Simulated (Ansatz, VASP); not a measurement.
## LaO4 in VASP and in Ansatz

```
La O
1.0
    -2.75489    2.75489    2.75489
     2.75489   -2.75489    2.75489
     2.75489    2.75489   -2.75489
La O
1 4
Direct
  0.00000 0.00000 0.00000
  0.00000 0.50000 0.00000
  0.50000 0.50000 0.50000
  0.00000 0.00000 0.50000
  0.50000 0.00000 0.00000
```

Change from the starting cell: species swapped into the GeF4 type (I-43m, No. 217).

Alike in both runs: task relaxation of cell and atoms; functional PBE; k mesh 10 × 10 × 10; occupations gaussian, width 0.1 eV; no spin polarisation.

|  | VASP | Ansatz |
| --- | --- | --- |
| version | VASP 6.6.1 | Ansatz 0.2.0 |
| potentials or method | VASP PAW PBE potentials, release 64 (La, O), cutoff 600 eV | scalar-relativistic, plane waves, PAW |
| valence electrons in the cell | 35 | 35 |

Ansatz gave:

```
gap on the k mesh at the Fermi level, each at its own relaxed structure (eV) : none
relaxed volume (Å³/atom)                                                     : 17.12
relaxed cell length with the largest relative difference (Å)                 : 4.809
```

Problem. Which values does VASP return?

Solution. gap on the k mesh at the Fermi level, each at its own relaxed structure (eV): none; relaxed volume (Å³/atom): 17.06; relaxed cell length with the largest relative difference (Å): 4.803.

A gap of «none» marks a metal or a gap that the smearing closes.

Neither program's run includes spin-orbit coupling.
